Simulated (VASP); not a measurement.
A run of VASP 6.6.1:

The input INCAR:

```
SYSTEM = Si
PREC = Accurate ; ENCUT = 500
EDIFF = 1E-6 ; ISMEAR = 0
SIGMA = 0.02 ; LREAL = .False.
LASPH = .True. ; NELM = 120
ALGO = Normal ; ISIF = 2
LWAVE = .False. ; LCHARG = .True.
GGA = PE ; LELF = .True.
LVHAR = .True. ; NBANDS = 11
GGA_COMPAT = .False.
```

File KPOINTS:

```
regular mesh
0
Gamma
  10 10 10
  0 0 0
```

The input POSCAR:

```
Si
1.0
    0.0000000000      2.7349397897      2.7349397897
    2.7349397897      0.0000000000      2.7349397897
    2.7349397897      2.7349397897      0.0000000000
Si
2
Direct
    0.5000000000      0.5000000000      0.5000000000
    0.7500000000      0.7500000000      0.7500000000
```

Potentials or basis: VASP PAW PBE potentials, release 64 (Si).

Launch:

```console
$ cat potpaw_PBE.64/Si/POTCAR > POTCAR
$ mpirun -np 1 vasp_std > vasp.out
```

Hardware: 1 thread of AMD EPYC 7R43 64-Core Processor (Zen 3), on a shared host.

**Question.** How long does it take, and how much memory?

**Answer.** Wall time 28 s on 1 thread of AMD EPYC 7R43 64-Core Processor (Zen 3), on a shared host, peak memory 0.12 GiB. Counts: scf iterations 11, k points 47.
